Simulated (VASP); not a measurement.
# ZrSi7 in VASP: notebook

ZrSi7 is run at these levels: PBE; tasks: single point.

All numbers are computed with VASP 6.6.1; they aren't measurements. Logs are shortened: lines on timing, memory, paths and dates and some standing lists are left out, and cuts for length are marked.

**1. The cell of the first run**

The cell holds a disordered packing, 16 atoms: a = 6.389 Å, b = 6.560 Å, c = 6.442 Å, α = 89.98°, β = 87.19°, γ = 86.27°.

**2. Single point, PBE**

The input, INCAR:

```
SYSTEM = ZrSi7
ALGO = Normal
EDIFF = 1E-6
ENCUT = 400
GGA = PE
GGA_COMPAT = .FALSE.
ISIF = 2
ISMEAR = -1
ISYM = -1
LASPH = .TRUE.
LCHARG = .FALSE.
LREAL = Auto
LWAVE = .FALSE.
NBANDS = 54
NELM = 120
PREC = Accurate
SIGMA = 0.218
```

The input, KPOINTS:

```
explicit points
1
Reciprocal
  0.25000000   0.25000000   0.25000000 1
```

The input, POSCAR:

```
ZrSi7
1.0
    6.3834610000      0.2107420000      0.1575520000
    0.2107420000      6.5561630000     -0.0013120000
    0.1575520000     -0.0013120000      6.4400080000
Si Zr
14 2
Direct
    0.7843850403      0.3816271364      0.8281889189
    0.9226285526      0.3795507900      0.1642018142
    0.9566179722      0.7631426668      0.4034304256
    1.0193468847      0.0445241666      0.6737001375
    0.4353159063      0.7900631605      0.5070160893
    0.4933519991      0.3296268008      0.4809621162
    0.5096665392      0.1643358438      0.8046680417
    0.9327812205      0.3360791106      0.5202820228
    0.7194987748      0.7862908088      0.7220418271
    0.1716901682      0.6494209948      0.7318804435
    0.1766755744      0.0886936972      0.3828505766
    0.6664125862      0.5825065670      0.3202158464
    0.2710000313      0.3850592295      0.1007331980
    0.7377424214      1.0611182607      0.4257568303
    0.8550313538      0.9609256093      1.0906577809
    0.3349890557      0.8531448033      1.0462322609
```

Potentials or basis: VASP PAW PBE potentials, release 64 (Si, Zr_sv).

Launch:

```console
$ cat potpaw_PBE.64/Si/POTCAR potpaw_PBE.64/Zr_sv/POTCAR > POTCAR
$ mpirun -np 1 vasp_std > vasp.out
```

OUTCAR:

```text
SYSTEM = ZrSi7
   EDIFF = 1E-6
   ENCUT = 400
   GGA = PE
   ISIF = 2
   ISMEAR = -1
   ISYM = -1
   LASPH = .TRUE.
   LREAL = Auto
   NELM = 120
   PREC = Accurate

 ion  position               nearest neighbor table
   1  0.784  0.382  0.828-   8 2.17   7 2.34   2 2.38   4 2.75   9 2.75   6 3.01  15 3.25
   2  0.923  0.380  0.164-  12 2.24  13 2.25   8 2.31   1 2.38  11 2.84  15 2.85  14 2.95   3 2.98

   3  0.957  0.763  0.403-  14 2.33  12 2.35  15 2.49   9 2.49   4 2.60  11 2.63  10 2.66   8 2.91
                             2 2.98  16 3.34
   4  0.019  0.045  0.674-  11 2.11   8 2.20  14 2.46   3 2.60   9 2.65  10 2.74   1 2.75  15 2.90
                            16 3.40
   5  0.435  0.790  0.507-  12 2.25   9 2.34  10 2.40  11 2.63  14 2.74   6 3.02  16 3.09  16 3.52

   6  0.493  0.330  0.481-  12 2.27  14 2.29   7 2.35  11 2.74   8 2.83  13 2.90   1 3.01   5 3.02

   7  0.510  0.164  0.805-   1 2.34   6 2.35  13 2.74   9 2.78  16 2.82  14 2.84  15 3.17
   8  0.933  0.336  0.520-   1 2.17   4 2.20   2 2.31  11 2.32  14 2.35  12 2.65   6 2.83   3 2.91
                            10 3.00
   9  0.719  0.786  0.722-   5 2.34   3 2.49  14 2.63   4 2.65   1 2.75   7 2.78  15 2.83  12 2.96
                            10 2.97  16 3.15
  10  0.172  0.649  0.732-   5 2.40   3 2.66  16 2.71   4 2.74   9 2.97   8 3.00  13 3.01
  11  0.177  0.089  0.383-   4 2.11   8 2.32   5 2.63   3 2.63  13 2.74   6 2.74  16 2.77  14 2.82
                             2 2.84  15 3.01
  12  0.666  0.583  0.320-   2 2.24   5 2.25   6 2.27   3 2.35   8 2.65   9 2.96  15 3.16  16 3.26

  13  0.271  0.385  0.101-   2 2.25  11 2.74   7 2.74   6 2.90  10 3.01  16 3.14  16 3.50
  14  0.738  0.061  0.426-   6 2.29   3 2.33  15 2.33   8 2.35   4 2.46   9 2.63   5 2.74  11 2.82
                             7 2.84   2 2.95
  15  0.855  0.961  0.091-  14 2.33   3 2.49   9 2.83   2 2.85   4 2.90  11 3.01  16 3.10  12 3.16
                             7 3.17   1 3.25  16 3.47
  16  0.335  0.853  0.046-  10 2.71  11 2.77   7 2.82   5 3.09  15 3.10  13 3.14   9 3.15  12 3.26
                             3 3.34   4 3.40  15 3.47  13 3.50   5 3.52

IMPORTANT INFORMATION: All symmetrisations will be switched off!
NOSYMM: (Re-)initialisation of all symmetry stuff for point group C_1.

----------------------------------------------------------------------------------------

                                     Primitive cell

  volume of cell :     269.0720

  direct lattice vectors                    reciprocal lattice vectors
     6.383461000  0.210742000  0.157552000     0.156916149 -0.005044698 -0.003839913
     0.210742000  6.556163000 -0.001312000    -0.005044698  0.152690428  0.000154523
     0.157552000 -0.001312000  6.440008000    -0.003839913  0.000154523  0.155373284

  length of vectors
     6.388881683  6.559549313  6.441935066     0.157044171  0.152773818  0.155420803

  position of ions in fractional coordinates (direct lattice)
     0.784385040  0.381627136  0.828188919
     0.922628553  0.379550790  0.164201814
     0.956617972  0.763142667  0.403430426
     0.019346885  0.044524167  0.673700137
     0.435315906  0.790063160  0.507016089
     0.493351999  0.329626801  0.480962116
[... 8 lines left out ...]
     0.855031354  0.960925609  0.090657781
     0.334989056  0.853144803  0.046232261

  ion indices of the primitive-cell ions
   primitive index   ion index
                 1           1
                 2           2
                 3           3
                 4           4
                 5           5
                 6           6
[... 8 lines left out ...]
                15          15
                16          16

----------------------------------------------------------------------------------------

 KPOINTS: explicit points

Read explicit list of k-points.

 Found      1 k-points:

 Following reciprocal coordinates:
            Coordinates               Weight
  0.250000  0.250000  0.250000      1.000000
   k-points           NKPTS =      1   k-points in BZ     NKDIM =      1   number of bands    NBANDS=     54
   number of dos      NEDOS =    301   number of ions     NIONS =     16
   total plane-waves  NPLWV =  84672
   dimension x,y,z NGX =    42 NGY =   48 NGZ =   42
   dimension x,y,z NGXF=    84 NGYF=   96 NGZF=   84
   ions per type =              14   2
   NGX,Y,Z   is equivalent  to a cutoff of  10.93, 12.17, 10.84 a.u.
   NGXF,Y,Z  is equivalent  to a cutoff of  21.86, 24.33, 21.68 a.u.
 SYSTEM =  ZrSi7
   PREC   = accura    normal or accurate (medium, high low for compatibility)
   ISTART =      0    job   : 0-new  1-cont  2-samecut
   ICHARG =      2    charge: 1-file 2-atom 10-const
   ISPIN  =      1    spin polarized calculation?
   LNONCOLLINEAR =      F non collinear calculations
   LSORBIT =      F    spin-orbit coupling
   LASPH  =      T    aspherical Exc in radial PAW
   ENCUT  =  400.0 eV  29.40 Ry    5.42 a.u.  10.42 10.70 10.51*2*pi/ulx,y,z
   NELM   =    120;   NELMIN=  2; NELMDL= -5     # of ELM steps
   EDIFF  = 0.1E-05   stopping-criterion for ELM
   LREAL  =      T    real-space projection
   EDIFFG = 0.1E-04   stopping-criterion for IOM
   NSW    =      0    number of steps for IOM
   IBRION =     -1    ionic relax: 0-MD 1-quasi-New 2-CG
   NFREE  =      0    steps in history (QN), initial steepest desc. (CG)
   ISIF   =      2    stress and relaxation
   ISYM   =     -1    0-nonsym 1-usesym 2-fastsym
   POTIM  = 0.5000    time-step for ionic-motion
   TEBEG  =    0.0;   TEEND  =   0.0 temperature during run
   PSTRESS=    0.0 pullay stress
   NELECT =      80.0000    total number of electrons
   NUPDOWN=      -1.0000    fix difference up-down
   EMIN   =  10.00;   EMAX   =-10.00  energy-range for DOS
   EFERMI =   0.00;   METHOD = LEGACY
   ISMEAR =    -1;   SIGMA  =   0.22  broadening in eV -4-tet -1-fermi 0-gaus
   EFERMI_NEDOS =   21; number of points for ismear=-14 and -15
   IALGO  =     38    algorithm
   IMIX   =      4    mixing-type and parameters
     AMIX     =   0.40;   BMIX     =  1.00
     AMIX_MAG =   1.60;   BMIX_MAG =  1.00
  volume/ion in A,a.u.               =      16.82       113.49
  Fermi-wavevector in a.u.,A,eV,Ry     =   1.092652  2.064814 16.243848  1.193889
  Thomas-Fermi vector in A             =   2.228922
   LORBIT       =      0    0 simple, 1 ext, 2 COOP (PROOUT), +10 PAW based schemes
   GGA     = PE    functional components
   LHFCALC =     F    Hartree Fock is set to
   AEXX    =    0.0000 exact exchange contribution
   IVDW    =     0    specifies the selected vdW correction
   LEPSILON=     F    determine dielectric tensor
   LRPA    =     F    only Hartree local field effects (RPA)
 non-spin polarized calculation
  energy-cutoff  :      400.00
  volume of cell :      269.07
 maximum number of plane-waves:      4894
 NGX is ok and might be reduce to    42
   NGX = 21   NGY = 21   NGZ = 21

 number of electron      80.0000000 magnetization

 Free energy of the ion-electron system (eV)
  ---------------------------------------------------
  ext. energy  EPLUGINS =         0.00000000
  ---------------------------------------------------
  free energy    TOTEN  =       -86.14896967 eV

  energy without entropy =      -85.05367998  energy(sigma->0) =      -85.60132483

 E-fermi :   8.6839     XC(G=0): -10.6552

 val. band max:        8.6222961792   @ k =   0.2500   0.2500   0.2500
 cond. band min:       8.7996467218   @ k =   0.2500   0.2500   0.2500
 fundamental gap:      0.1773505426
 Fermi energy:         8.6838721082

 k-point     1 :       0.2500    0.2500    0.2500
  band No.  band energies     occupation
      1     -40.7544      2.00000
      2     -39.9571      2.00000
      3     -18.8602      2.00000
      4     -18.8082      2.00000
      5     -18.7369      2.00000
      6     -18.2378      2.00000
[... 44 lines left out ...]
     51      11.0861      0.00003
     52      11.2513      0.00002
 [bands above 52 left out]

------------------------ aborting loop because EDIFF is reached ----------------------------------------

  FORCE on cell =-STRESS in cart. coord.  units (eV):
  Direction    XX          YY          ZZ          XY          YZ          ZX
  --------------------------------------------------------------------------------------
  -------------------------------------------------------------------------------------
  Total       17.9019824      8.1704428     19.6087455      4.6084516     10.9195155     -6.5268168
  in kB      106.5965668     48.6505420    116.7594127     27.4408225     65.0197745    -38.8636433
  external PRESSURE =      90.6688405 kB  Pullay stress =       0.0000000 kB

 VOLUME and BASIS-vectors are now :
 -----------------------------------------------------------------------------
  energy-cutoff  :      400.00
  volume of cell :      269.07
      direct lattice vectors                 reciprocal lattice vectors
     6.383461000  0.210742000  0.157552000     0.156916149 -0.005044698 -0.003839913
     0.210742000  6.556163000 -0.001312000    -0.005044698  0.152690428  0.000154523
     0.157552000 -0.001312000  6.440008000    -0.003839913  0.000154523  0.155373284

 POSITION                                       TOTAL-FORCE (eV/Angst)
 -----------------------------------------------------------------------------------
      5.21800      2.66623      5.45662        -0.482213      0.286231      1.897199
      5.99542      2.68262      1.20233        -0.425007     -0.933922     -2.161935
      6.33092      5.20436      2.74781         2.214020     -1.945294      1.482511
      0.23903      0.29510      4.34162        -0.833656     -2.282924      5.538553
      3.02520      5.27086      3.33274        -1.349198      1.103540      0.251530
      3.29454      2.26443      3.17470        -2.781340      0.006981      0.086774
[... 8 lines left out ...]
      5.67485      6.48006      0.71729         0.259543     -0.135239     -5.854491
      2.32547      5.66389      0.34939         0.610209     -0.451229     -0.114889
 -----------------------------------------------------------------------------------
    total drift:                               -0.000007      0.001613     -0.001368

  FREE ENERGIE OF THE ION-ELECTRON SYSTEM (eV)
  ---------------------------------------------------
  free  energy   TOTEN  =       -86.1489696747 eV

  energy  without entropy=      -85.0536799765  energy(sigma->0) =      -85.60132483
```

It took 19 s on 1 thread of AMD EPYC 7R13 (Zen 3), shared host; peak memory 0.23 GiB.

Results:

```
Free energy   : -86.1490 eV
Pressure      : 9.1 GPa
Largest force : 6.048 eV/Å
```

Forces on the atoms (eV/Å):
```
Si  -0.482  0.286  1.897
Si  -0.425 -0.934 -2.162
Si   2.214 -1.945  1.483
Si  -0.834 -2.283  5.539
Si  -1.349  1.104  0.252
Si  -2.781  0.007  0.087
Si  -0.163 -0.164  1.082
Si   0.452  3.799 -0.164
Si  -0.025 -0.084  0.819
Si  -0.522 -1.148 -0.377
Si   3.797  0.207 -3.551
Si  -0.194  0.932 -1.449
Si   1.938  0.428 -0.201
Si  -2.496  0.382  2.715
Zr   0.260 -0.135 -5.854
Zr   0.610 -0.451 -0.115
```

Levels at points of the mesh, in eV from the Fermi level:
```csv
k point,band 36,band 37,band 38,band 39,band 40,band 41,band 42,band 43,band 44,band 45
"(0.25, 0.25, 0.25)",-1.32,-1.25,-0.80,-0.49,-0.06,0.12,0.44,0.68,0.87,1.15
```

Caveat: the atoms stand as in a frame of molecular dynamics.

**3. Single point, PBE**

The input, INCAR:

```
PREC = Accurate
ENCUT = 400
EDIFF = 1E-6
ISMEAR = -1
SIGMA = 0.1568
LREAL = Auto
LASPH = T
NELM = 120
ALGO = Normal
ISIF = 2
LWAVE = F
LCHARG = F
GGA = PE
ISYM = -1
NBANDS = 54
GGA_COMPAT = F
```

KPOINTS is that of step 2.

The input, POSCAR:

```
ZrSi7
1.0
    6.3834610000      0.2107420000      0.1575520000
    0.2107420000      6.5561630000     -0.0013120000
    0.1575520000     -0.0013120000      6.4400080000
Si Zr
14 2
Direct
    0.7456543398      0.2879390535      0.6700121248
    0.8675965315      0.3083303335      0.1066709794
    1.0168474502      0.6852051669      0.4384358901
    0.0153973565     -0.0886822112      0.7148156904
    0.4032660529      0.7472913109      0.6674825673
    0.3787168247      0.4525909701      0.5211231424
    0.3919139890      0.1987779795      0.9356496085
    1.0716378165      0.3135466079      0.5127789735
    0.7215027767      0.6771763754      0.7985024630
    0.0844885706      0.4916357689      0.8647316405
    0.2231165148     -0.0094712547      0.4260143963
    0.6129554607      0.6030728757      0.2755594206
    0.2132281138      0.4098286990      0.1508170765
    0.5950300022     -0.0167005349      0.4522741155
    0.7942215198      0.9257555740      0.0947199759
    0.3238410924      0.8257799460      0.0692437978
```

Potentials or basis: VASP PAW PBE potentials, release 64 (Si, Zr_sv).

Launch:

```console
$ cat potpaw_PBE.64/Si/POTCAR potpaw_PBE.64/Zr_sv/POTCAR > POTCAR
$ mpirun -np 1 vasp_std > vasp.out
```

It took 19 s on 1 thread of AMD EPYC 7R13 (Zen 3), shared host; peak memory 0.23 GiB.

The run converged. Its results:

```yaml
Free_energy: -87.7419 eV
Pressure: 6.9 GPa
Largest_force: 4.352 eV/Å
```

Forces in eV/Å, atoms in the order of the input:
```
Si  -2.311 -0.065  0.599
Si  -0.646  1.361  0.708
Si  -0.431 -0.293 -1.222
Si  -0.425  0.172  1.202
Si  -0.545  1.439 -0.045
Si   1.705 -1.769 -0.382
Si   1.790 -0.736 -1.557
Si  -0.763  0.532 -0.599
Si   0.587 -1.097  0.187
Si  -1.038  1.191 -2.963
Si  -0.477  0.529 -0.140
Si   0.767 -1.172 -0.107
Si   1.198  0.944  4.076
Si   0.687  0.322  1.102
Zr   1.228 -0.702 -0.151
Zr  -1.326 -0.657 -0.708
```

Stress tensor (GPa, compression positive):
```
9.14 4.26 1.27
4.26 2.82 7.59
1.27 7.59 8.86
```

Levels at points of the mesh, in eV from the Fermi level:
| k point | band 36 | band 37 | band 38 | band 39 | band 40 | band 41 | band 42 | band 43 | band 44 | band 45 |
| --- | --- | --- | --- | --- | --- | --- | --- | --- | --- | --- |
| (0.25, 0.25, 0.25) | -0.87 | -0.77 | -0.63 | -0.44 | -0.31 | 0.22 | 0.70 | 1.02 | 1.36 | 1.46 |

Caveat: the atoms stand as in a frame of molecular dynamics.
